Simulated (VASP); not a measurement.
Here is a VASP 6.6.1 calculation.

Contents of INCAR:

```
PREC = Accurate
ENCUT = 520
EDIFF = 1E-8
ISMEAR = -1
SIGMA = 0.05
LREAL = False
LASPH = True
NELM = 60
ALGO = Normal
ISIF = 2
LWAVE = False
LCHARG = False
NBANDS = 14
IBRION = 8
NSW = 1
```

Contents of KPOINTS:

```
Automatic mesh
0
Gamma
  6 6 6
```

Contents of POSCAR:

```
NaCl
1.0
    0.0000000000      2.7940632177      2.7940632177
    2.7940632177      0.0000000000      2.7940632177
    2.7940632177      2.7940632177      0.0000000000
Cl Na
1 1
Direct
    0.5000000000      0.5000000000      0.5000000000
    0.0000000000      0.0000000000      0.0000000000
```

Potentials or basis: VASP PAW LDA potentials, release 64 (Cl, Na_pv).

Launch:

```console
$ cat potpaw_LDA.64/Cl/POTCAR potpaw_LDA.64/Na_pv/POTCAR > POTCAR
$ mpirun -np 1 vasp_std > vasp.out
```

(1) What does it give for the highest phonon frequency at Γ, LO-TO splitting left out?

Results:

(1) 160 cm⁻¹.

Caveat: the cell stands under pressure or tension, which shifts response properties.
